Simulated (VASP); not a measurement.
The system is Sb.

```
CELL_PARAMETERS angstrom
3.10145 0.00000 0.00000
0.00000 4.31834 0.00000
-0.03865 0.00000 4.37628
ATOMIC_POSITIONS crystal
Sb 0.01139 0.25000 0.24117
Sb 0.98861 0.75000 0.75883
```

Base run:

```yaml
Program: VASP 6.6.1
Functional: r2SCAN
Potentials_or_basis: VASP PAW PBE potentials, release 64 (Sb)
Cutoff: 520 eV
k_mesh: 9 × 6 × 6
Occupations: fermi-dirac, width 0.05 eV
Spin: no spin polarisation
```

Its results: band gap on the k mesh zero (bands 5 and 6 overlap by 9.05 eV); pressure 0.4 GPa; largest force 0.071 eV/Å.

Q: The run is repeated on the same cell with these changes: functional from r2SCAN to HSE06; k mesh from 9 × 6 × 6 to 6 × 4 × 4. What comes out?

A: Band gap on the k mesh zero (bands 5 and 6 overlap by 10.07 eV); pressure -1.2 GPa; largest force 0.049 eV/Å.

Several settings changed at once.

Caveats: some runs use coarse meshes; the PAW data sets were made with another functional, which shifts forces and pressure a little; spin-orbit coupling is left out, which moves the levels of the heavy elements.
